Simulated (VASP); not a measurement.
Wanted: the native input for a VASP 6.6.1 run.

```yaml
Task: electric field gradients
Functional: r2SCAN
Potentials_or_basis: VASP PAW PBE potentials, release 64 (Ti_sv, O)
Cutoff: 520 eV
k_mesh: 7 × 7 × 10
Occupations: fermi-dirac, width 0.02 eV
Spin: no spin polarisation
Dipole_correction: no
Further_INCAR_settings: ALGO = Normal; EDIFF = 1e-08; NBANDS = 33
```

The system is TiO2 (Rutile).

```
Ti O
1.0
     4.59400    0.00000    0.00000
     0.00000    4.59400    0.00000
     0.00000    0.00000    2.95900
Ti O
2 4
Cartesian
  0.0000 0.0000 0.0000
  2.2970 2.2970 1.4795
  1.3979 1.3979 0.0000
  0.8991 3.6949 1.4795
  3.1961 3.1961 0.0000
  3.6949 0.8991 1.4795
```

One way to write it, as run:

POSCAR

```
TiO2
1.0
    4.5940000000      0.0000000000      0.0000000000
    0.0000000000      4.5940000000      0.0000000000
    0.0000000000      0.0000000000      2.9590000000
Ti O
2 4
Direct
    0.0000000000      0.0000000000      0.0000000000
    0.5000000000      0.5000000000      0.5000000000
    0.3042802931      0.3042802931      0.0000000000
    0.1957197069      0.8042802931      0.5000000000
    0.6957197069      0.6957197069      0.0000000000
    0.8042802931      0.1957197069      0.5000000000
```

INCAR.step1

```
  ALGO = Normal
  EDIFF = 1E-4
  ENCUT = 520
  GGA = PE
  ISMEAR = -1
  LASPH = T
  LCHARG = F
  LREAL = F
  LWAVE = T
  NBANDS = 33
  NELM = 100
  PREC = Accurate
  SIGMA = 0.02
```

INCAR.step2

```
  ALGO = Normal
  EDIFF = 1E-8
  ENCUT = 520
  ISIF = 2
  ISMEAR = -1
  ISTART = 1
  LASPH = T
  LCHARG = F
  LEFG = T
  LMIXTAU = T
  LREAL = F
  LWAVE = F
  METAGGA = R2SCAN
  NBANDS = 33
  NELM = 100
  PREC = Accurate
  SIGMA = 0.02
```

KPOINTS

```
k-points
0
Gamma
  7 7 10
```

Potentials or basis: VASP PAW PBE potentials, release 64 (Ti_sv, O).

Run with:

```sh
$ cat potpaw_PBE.64/Ti_sv/POTCAR potpaw_PBE.64/O/POTCAR > POTCAR
$ cp INCAR.step1 INCAR
$ mpirun -np 1 vasp_std > vasp.out
$ cp INCAR.step2 INCAR
$ mpirun -np 1 vasp_std > vasp.out
```

Results of the run:

```json
{
  "Pressure": "0.9 GPa",
  "Largest force": "0.018 eV/Å",
  "Band gap on the k mesh": "2.21 eV, direct"
}
```

Caveat: without QUAD_EFG the Cq values of the log hold for a quadrupole moment of 1 mb, not for the nuclei; the PAW data sets were made with another functional, which shifts forces and pressure a little.

It took 9.3 min on 1 thread of Intel(R) Xeon(R) Platinum 8259CL CPU @ 2.50GHz (Skylake/Cascade Lake), with other jobs on the host, peak memory 0.24 GiB.
